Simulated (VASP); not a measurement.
# Al in VASP: notebook, part 2 of 2

VASP 6.6.1. Earlier steps stand in the parts before.

### 5 Single point, PBE (uniaxial strain along c: +3.0 %)

Input file INCAR:

```
  ALGO = Fast
  EDIFF = 1E-6
  ENCUT = 520
  GGA = PE
  ISIF = 2
  ISMEAR = 0
  LASPH = T
  LCHARG = T
  LELF = T
  LREAL = F
  LVHAR = T
  LWAVE = F
  NBANDS = 10
  NELM = 80
  PREC = Accurate
  SIGMA = 0.1
```

Input file KPOINTS:

```
k-points
0
Gamma
  18 18 14
```

Input file POSCAR:

```
Al
1.0
    2.0056543822      2.0056543822      0.0000000000
   -2.0056543822      2.0056543822      0.0000000000
    0.0000000000      0.0000000000      4.1628695490
Al
2
Direct
    0.0000000000      0.0000000000      0.0000000000
    0.5000000000      0.5000000000      0.5000000000
```

Potentials or basis: VASP PAW PBE potentials, release 64 (Al).

On the command line:

```bash
cat potpaw_PBE.64/Al/POTCAR > POTCAR
mpirun -np 1 vasp_std > vasp.out
```

OUTCAR:

```text
EDIFF = 1E-6
   ENCUT = 520
   GGA = PE
   ISIF = 2
   ISMEAR = 0
   LASPH = T
   LREAL = F
   NELM = 80
   PREC = Accurate

 ion  position               nearest neighbor table
   1  0.000  0.000  0.000-   2 2.89   2 2.89   2 2.89   2 2.89   2 2.89   2 2.89   2 2.89   2 2.89

   2  0.500  0.500  0.500-   1 2.89   1 2.89   1 2.89   1 2.89   1 2.89   1 2.89   1 2.89   1 2.89

  LATTYP: Found a simple tetragonal cell.
 ALAT       =     2.8364236287
 C/A-ratio  =     1.4676473242

  Lattice vectors:

 A1 = (   2.0056543822,   2.0056543822,   0.0000000000)
 A2 = (  -2.0056543822,   2.0056543822,   0.0000000000)
 A3 = (   0.0000000000,   0.0000000000,   4.1628695490)

Analysis of symmetry for initial positions (statically):
=====================================================================
 Subroutine PRICEL returns following result:

  LATTYP: Found a body centered tetragonal cell.
 ALAT       =     2.8364236287
 C/A-ratio  =     1.4676473242

  Lattice vectors:

 A1 = (   2.0056543822,   0.0000000000,  -2.0814347745)
 A2 = (  -2.0056543822,   0.0000000000,  -2.0814347745)
[... 184 lines left out ...]
 E-fermi :   7.8561     XC(G=0): -10.1432

 val. band max:        7.8555097386   @ k =   0.4444   0.1667   0.2143
 cond. band min:       7.8580988280   @ k =   0.3889   0.1111   0.2857
 fundamental gap:      0.0025890894
 Fermi energy:         7.8560726552

 k-point     1 :       0.0000    0.0000    0.0000
  band No.  band energies     occupation
      1      -3.1859      2.00000
      2       4.6218      2.00000
      3       5.7456      2.00000
      4      13.3846      0.00000
      5      13.8283      0.00000
      6      13.8283      0.00000
      7      17.2419      0.00000
      8      20.1293      0.00000
      9      20.5372      0.00000
     10      20.5372      0.00000
[... 287 lines left out ...]
 k-point    24 :       0.3333    0.1111    0.0000
  band No.  band energies     occupation
      1      -0.9320      2.00000
      2       4.9644      2.00000
      3       6.7155      2.00000
      4       7.9725      0.09955
      5      12.3891      0.00000
      6      12.8180      0.00000
      7      13.4962      0.00000
      8      18.2676      0.00000
      9      19.8749      0.00000
     10      20.3454      0.00000

 [... further k-points ...]
[... 5 lines left out ...]
  --------------------------------------------------------------------------------------
  -------------------------------------------------------------------------------------
  Total       -0.0825480     -0.0825480     -0.5327755      0.0000000      0.0000000     -0.0000000
  in kB       -3.9489557     -3.9489557    -25.4870640      0.0000000      0.0000000     -0.0000000
  external PRESSURE =     -11.1283251 kB  Pullay stress =       0.0000000 kB

 VOLUME and BASIS-vectors are now :
 -----------------------------------------------------------------------------
  energy-cutoff  :      520.00
  volume of cell :       33.49
      direct lattice vectors                 reciprocal lattice vectors
     2.005654382  2.005654382  0.000000000     0.249295195  0.249295195  0.000000000
    -2.005654382  2.005654382  0.000000000    -0.249295195  0.249295195  0.000000000
     0.000000000  0.000000000  4.162869549     0.000000000  0.000000000  0.240218913

 POSITION                                       TOTAL-FORCE (eV/Angst)
 -----------------------------------------------------------------------------------
      0.00000      0.00000      0.00000         0.000000     -0.000000      0.000000
      0.00000      2.00565      2.08143        -0.000000      0.000000     -0.000000
 -----------------------------------------------------------------------------------
    total drift:                               -0.000000      0.000000     -0.000000

  FREE ENERGIE OF THE ION-ELECTRON SYSTEM (eV)
  ---------------------------------------------------
  free  energy   TOTEN  =        -7.4854344166 eV

  energy  without entropy=       -7.4811159970  energy(sigma->0) =       -7.48327521
```

OSZICAR:

```text
N       E                     dE             d eps       ncg     rms          rms(c)
DAV:   1    -0.339641041250E+00   -0.33964E+00   -0.21401E+03  8832   0.439E+02
DAV:   2    -0.736796459680E+01   -0.70283E+01   -0.67346E+01 11442   0.541E+01
DAV:   3    -0.752915577981E+01   -0.16119E+00   -0.15886E+00 11366   0.642E+00
DAV:   4    -0.752990964209E+01   -0.75386E-03   -0.75375E-03 10436   0.495E-01
DAV:   5    -0.752991652614E+01   -0.68841E-05   -0.68845E-05 10662   0.456E-02    0.181E+00
RMM:   6    -0.750418581623E+01    0.25731E-01   -0.26497E-03  8921   0.312E-01    0.106E+00
RMM:   7    -0.748545017871E+01    0.18736E-01   -0.80405E-03  9229   0.522E-01    0.156E-01
RMM:   8    -0.748543401973E+01    0.16159E-04   -0.28299E-04  9618   0.118E-01    0.207E-02
RMM:   9    -0.748543670212E+01   -0.26824E-05   -0.45794E-05  9909   0.463E-02    0.160E-02
RMM:  10    -0.748543653627E+01    0.16584E-06   -0.10302E-05 10125   0.225E-02    0.245E-02
RMM:  11    -0.748543460221E+01    0.19341E-05   -0.19173E-06  9436   0.850E-03    0.683E-03
RMM:  12    -0.748543441657E+01    0.18565E-06   -0.54225E-07  7016   0.541E-03
   1 F= -.74854344E+01 E0= -.74832752E+01  d E =-.431842E-02
```

stdout:

```text
POSCAR found type information on POSCAR Al
 POSCAR found :  1 types and       2 ions
 scaLAPACK will be used
 LDA part: xc-table for (Slater+PW92), standard interpolation
 POSCAR, INCAR and KPOINTS ok, starting setup
 FFT: planning ... GRIDC
 FFT: planning ... GRID_SOFT
 FFT: planning ... GRID
 WAVECAR not read
 entering main loop
```

It took 62 s on 1 thread of AMD EPYC 9R45 (Zen 5), shared host; peak memory 0.2 GiB.

What came out:

```yaml
Free_energy: -7.4854 eV
Pressure: -1.1 GPa
Band_gap_on_the_k_mesh: zero (band 3 reaches 15.14 eV, above the bottom of band 4 at 3.49 eV)
```

Caveat: the cell differs from its parent crystal (uniaxial strain along c: +3.0 %).

### 6 Single point, PBE (uniaxial strain along c: +4.5 %)

Input file INCAR:

```
SYSTEM = Al
PREC = Accurate ; ENCUT = 520
EDIFF = 1E-7 ; ISMEAR = 0
SIGMA = 0.1 ; LREAL = .False.
LASPH = .True. ; NELM = 80
ALGO = Normal ; ISIF = 2
LWAVE = .False. ; LCHARG = .False.
GGA = PE ; NBANDS = 10
```

Input file KPOINTS:

```
regular mesh
0
Gamma
  18 18 14
  0 0 0
```

Input file POSCAR:

```
Al
1.0
    1.9980763430      1.9980763430      0.0000000000
   -1.9980763430      1.9980763430      0.0000000000
    0.0000000000      0.0000000000      4.2234938628
Al
2
Direct
    0.0000000000      0.0000000000      0.0000000000
    0.5000000000      0.5000000000      0.5000000000
```

Potentials or basis: VASP PAW PBE potentials, release 64 (Al).

On the command line:

```bash
cat potpaw_PBE.64/Al/POTCAR > POTCAR
mpirun -np 1 vasp_std > vasp.out
```

OUTCAR:

```text
SYSTEM = Al
   PREC = Accurate
   ENCUT = 520
   EDIFF = 1E-7
   ISMEAR = 0
   LREAL = .False.
   LASPH = .True.
   NELM = 80
   ISIF = 2
   GGA = PE

 ion  position               nearest neighbor table
   1  0.000  0.000  0.000-   2 2.91   2 2.91   2 2.91   2 2.91   2 2.91   2 2.91   2 2.91   2 2.91

   2  0.500  0.500  0.500-   1 2.91   1 2.91   1 2.91   1 2.91   1 2.91   1 2.91   1 2.91   1 2.91

  LATTYP: Found a simple tetragonal cell.
 ALAT       =     2.8257066629
 C/A-ratio  =     1.4946681898

  Lattice vectors:

 A1 = (   1.9980763430,   1.9980763430,   0.0000000000)
[... 513 lines left out ...]
      8      18.3935      0.00000
      9      19.8145      0.00000
     10      20.4759      0.00000

 [... further k-points ...]
[... 5 lines left out ...]
  --------------------------------------------------------------------------------------
  -------------------------------------------------------------------------------------
  Total       -0.1628105     -0.1628105     -0.5761462      0.0000000      0.0000000      0.0000000
  in kB       -7.7351180     -7.7351180    -27.3726743      0.0000000      0.0000000      0.0000000
  external PRESSURE =     -14.2809701 kB  Pullay stress =       0.0000000 kB

 VOLUME and BASIS-vectors are now :
 -----------------------------------------------------------------------------
  energy-cutoff  :      520.00
  volume of cell :       33.72
      direct lattice vectors                 reciprocal lattice vectors
     1.998076343  1.998076343  0.000000000     0.250240689  0.250240689  0.000000000
    -1.998076343  1.998076343  0.000000000    -0.250240689  0.250240689  0.000000000
     0.000000000  0.000000000  4.223493863     0.000000000  0.000000000  0.236770795

 POSITION                                       TOTAL-FORCE (eV/Angst)
 -----------------------------------------------------------------------------------
      0.00000      0.00000      0.00000         0.000000      0.000000      0.000000
      0.00000      1.99808      2.11175        -0.000000     -0.000000     -0.000000
 -----------------------------------------------------------------------------------
    total drift:                               -0.000000      0.000000     -0.000000

  FREE ENERGIE OF THE ION-ELECTRON SYSTEM (eV)
  ---------------------------------------------------
  free  energy   TOTEN  =        -7.4785551224 eV

  energy  without entropy=       -7.4743419401  energy(sigma->0) =       -7.47644853
```

OSZICAR:

```text
N       E                     dE             d eps       ncg     rms          rms(c)
DAV:   1    -0.266998779320E+00   -0.26700E+00   -0.21576E+03  8816   0.438E+02
DAV:   2    -0.735326062531E+01   -0.70863E+01   -0.68221E+01 11736   0.543E+01
DAV:   3    -0.752173281650E+01   -0.16847E+00   -0.16565E+00 11406   0.643E+00
DAV:   4    -0.752256302285E+01   -0.83021E-03   -0.83010E-03 10574   0.511E-01
DAV:   5    -0.752257000713E+01   -0.69843E-05   -0.69834E-05 10480   0.444E-02    0.179E+00
DAV:   6    -0.749708535563E+01    0.25485E-01   -0.33864E-03  9892   0.319E-01    0.104E+00
DAV:   7    -0.747861551751E+01    0.18470E-01   -0.95691E-03  9496   0.502E-01    0.179E-01
DAV:   8    -0.747855977754E+01    0.55740E-04   -0.67455E-05 11410   0.539E-02    0.124E-02
DAV:   9    -0.747855631602E+01    0.34615E-05   -0.21169E-06 10418   0.728E-03    0.170E-03
DAV:  10    -0.747855513236E+01    0.11837E-05   -0.17801E-08  8690   0.907E-04    0.102E-03
DAV:  11    -0.747855512242E+01    0.99360E-08   -0.81451E-10  5368   0.186E-04
   1 F= -.74785551E+01 E0= -.74764485E+01  d E =-.421318E-02
```

stdout:

```text
POSCAR found type information on POSCAR Al
 POSCAR found :  1 types and       2 ions
 scaLAPACK will be used
 LDA part: xc-table for (Slater+PW92), standard interpolation
 POSCAR, INCAR and KPOINTS ok, starting setup
 FFT: planning ... GRIDC
 FFT: planning ... GRID_SOFT
 FFT: planning ... GRID
 WAVECAR not read
 entering main loop
```

Wall time 54 s (1 thread of AMD EPYC 9R45 (Zen 5), shared host); peak memory 0.2 GiB.

What came out:

* Free energy: -7.4786 eV
* Pressure: -1.4 GPa
* Band gap on the k mesh: zero (band 3 reaches 14.61 eV, above the bottom of band 4 at 3.44 eV)

Stress tensor (GPa, compression positive):
```
-0.77  0.00  0.00
 0.00 -0.77  0.00
 0.00  0.00 -2.74
```

Caveat: the cell differs from its parent crystal (uniaxial strain along c: +4.5 %).

### 7 Overview

```tsv
task	cell	k mesh	cutoff (eV)	gap on the mesh (eV)	pressure (GPa)
relaxation of cell and atoms	relaxed to 30 GPa from a = 2.654 Å, angles 60.0°, 1 atom	20 × 20 × 20	600	none	30.0
single point	a = 2.830, b = 2.830, c = 4.163 Å, 2 atoms	18 × 18 × 14	520	none	-0.8
single point	a = 2.814, b = 2.814, c = 4.223 Å, 2 atoms	18 × 18 × 14	520	none	-0.8
single point	a = 2.836, b = 2.836, c = 4.163 Å, 2 atoms	18 × 18 × 14	520	none	-1.1
single point	a = 2.826, b = 2.826, c = 4.223 Å, 2 atoms	18 × 18 × 14	520	none	-1.4
```

Alike in all rows: level PBE; potentials or basis VASP PAW PBE potentials, release 64 (Al); no spin polarisation; smearing gaussian 0.1 eV.

Caveats: the cell is relaxed towards a set pressure, so the enthalpy falls and the energy may rise (some runs).

Total energies depend on the potentials used, so only differences within one code and one set of settings carry meaning.
